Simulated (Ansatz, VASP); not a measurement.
Si5PdW2 in VASP and in Ansatz

```
CELL_PARAMETERS angstrom
8.11046 0.00000 0.00000
-4.05523 7.02386 0.00000
0.00000 0.00000 4.71674
ATOMIC_POSITIONS crystal
Si 0.33333 0.66667 0.00000
Si 0.66667 0.33333 0.00000
Si 0.50000 0.00000 0.50000
Si 0.00000 0.50000 0.50000
Si 0.50000 0.50000 0.50000
Pd 0.00000 0.00000 0.50000
W 0.33333 0.66667 0.50000
W 0.66667 0.33333 0.50000
```

Alike in both runs: functional PBE; k mesh 3 × 3 × 4; occupations gaussian, width 0.2 eV; no spin polarisation.

Ansatz relaxed the structure, and its values are those at the end. VASP's run is a single point on that final structure, the one shown.

|  | VASP | Ansatz |
| --- | --- | --- |
| version | VASP 6.6.1 | Ansatz 0.2.0 |
| potentials or method | VASP PAW PBE potentials, release 64 (Si, Pd, W_sv), cutoff 500 eV | scalar-relativistic, plane waves, PAW |
| valence electrons in the cell | 58 | 66 |

|  | VASP | Ansatz | Ansatz less VASP |
| --- | --- | --- | --- |
| gap on the k mesh at the Fermi level (eV) | none | none | - |
| pressure (GPa) | -0.3 | -0.3 | 0.00 |

A gap of «none» marks a metal or a gap that the smearing closes. VASP's potentials hold 58 valence electrons a cell and Ansatz's 66, so a difference there can come from the potentials and not from the codes.

Neither program's run includes spin-orbit coupling.
